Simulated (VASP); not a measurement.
A run of VASP 6.6.1 is set up as follows.

INCAR

```
SYSTEM = Hf
  ALGO = Normal
  EDIFF = 1E-6
  ENCUT = 520
  GGA = PE
  ISIF = 2
  ISMEAR = -1
  LASPH = .TRUE.
  LCHARG = .FALSE.
  LREAL = .FALSE.
  LWAVE = .FALSE.
  NBANDS = 11
  NELM = 80
  PREC = Accurate
  SIGMA = 0.08
```

Contents of KPOINTS:

```
k-points
0
G
  15 15 15
  0 0 0
```

Contents of POSCAR:

```
Hf
1.0
    0.0000000000      2.1699610739      2.1699610739
    2.1699610739      0.0000000000      2.1699610739
    2.1699610739      2.1699610739      0.0000000000
Hf
1
Direct
    0.0000000000      0.0000000000      0.0000000000
```

Potentials or basis: VASP PAW PBE potentials, release 64 (Hf_pv).

Run with:

```console
$ cat potpaw_PBE.64/Hf_pv/POTCAR > POTCAR
$ mpirun -np 1 vasp_std > vasp.out
```

**Question.** Predict the pressure.

**Answer.** 11.5 GPa.

**Question.** What does it give for the band gap on the k mesh?

**Answer.** Zero (band 5 reaches 6.83 eV, above the bottom of band 6 at 4.83 eV).

Caveat: spin-orbit coupling is left out, which moves the levels of the heavy elements.
